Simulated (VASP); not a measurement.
C:

```
C
1.0
     2.15531   -1.24445    0.00000
     2.15531    1.24445    0.00000
    -1.39722    0.00000    3.54893
C
2
Direct
  0.16664 0.16664 0.99991
  0.83336 0.83336 0.00009
```

Base run:

```yaml
Program: VASP 6.6.1
Functional: PBEsol
Potentials_or_basis: VASP PAW PBE potentials, release 64 (C)
Cutoff: 520 eV
k_mesh: 13 × 13 × 8
Occupations: fermi-dirac, width 0.05 eV
Spin: no spin polarisation
```

Its results: band gap on the k mesh 0.90 eV, indirect (least direct gap 0.91 eV); pressure -8.5 GPa; largest force 0.005 eV/Å.

Task: The run is repeated on the same cell with these changes: functional from PBEsol to PBE. What comes out?

Result: Band gap on the k mesh 0.92 eV, indirect (least direct gap 0.93 eV); pressure -5.9 GPa; largest force 0.005 eV/Å.

PBE binds less tightly than PBEsol, so the same cell stands under more pressure.

Caveats: this functional lacks dispersion, which binds the layers, so the pressure and a relaxed spacing across them are unreliable; the PAW data sets were made with another functional, which shifts forces and pressure a little (some runs).

A k mesh can miss the band edges.
